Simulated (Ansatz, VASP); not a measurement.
# TiO in VASP and in Ansatz

File POSCAR:

```
TiO
1.0
    3.0309987015      0.0000000000      0.0000000000
   -1.5154993507      2.6249218743      0.0000000000
    0.0000000000      0.0000000000      3.2377000000
Ti O
1 1
Direct
    0.6666666667      0.3333333333      0.0000000000
    0.0000000000      0.0000000000      0.5000000000
```

INCAR.step1

```
ALGO = Normal ; EDIFF = 1E-4
ENCUT = 520 ; GGA = PE
ISMEAR = 0 ; LASPH = True
LCHARG = False ; LREAL = False
LWAVE = True ; NBANDS = 16
NELM = 100 ; PREC = Accurate
SIGMA = 0.01
```

The input INCAR.step2:

```
ALGO = Normal ; EDIFF = 1E-6
ENCUT = 520 ; ISIF = 2
ISMEAR = 0 ; ISTART = 1
LASPH = True ; LCHARG = False
LMIXTAU = True ; LREAL = False
LWAVE = False ; METAGGA = R2SCAN
NBANDS = 16 ; NELM = 100
PREC = Accurate ; SIGMA = 0.01
```

The input KPOINTS:

```
k-points
0
Gamma
  12 12 10
```

Input for Ansatz:

```yaml
crystal:
  lattice:
    - [3.0309987015, 0.0, 0.0]
    - [-1.5154993507, 2.6249218743, 0.0]
    - [0.0, 0.0, 3.2377]
  atoms:
    - { symbol: Ti, position: [0.6666666667, 0.3333333333, 0.0] }
    - { symbol: O, position: [0.0, 0.0, 0.5] }
basis:
  ecutwfc: 500
kpoints:
  mp_grid: { grid: [12, 12, 10] }
hamiltonian:
  xc: r2scan
scf:
  occupations: { method: gaussian, width: 0.01 }
output:
  forces: true
  stress: true
  eigenvalues: true
```

Alike in both runs: task single point; functional r2SCAN; k mesh 12 × 12 × 10; occupations gaussian, width 0.01 eV; no spin polarisation.

|  | VASP | Ansatz |
| --- | --- | --- |
| version | VASP 6.6.1 | Ansatz 0.2.0 |
| potentials or method | VASP PAW PBE potentials, release 64 (Ti_sv, O), cutoff 520 eV | scalar-relativistic, plane waves, PAW |
| valence electrons in the cell | 18 | 18 |

```csv
,VASP,Ansatz,Ansatz less VASP
gap on the k mesh at the Fermi level (eV),0.17,0.17,+0.002
least direct gap on the mesh (eV),0.17,0.17,+0.002
```

VASP's potentials were made for PBE, not for r2SCAN.
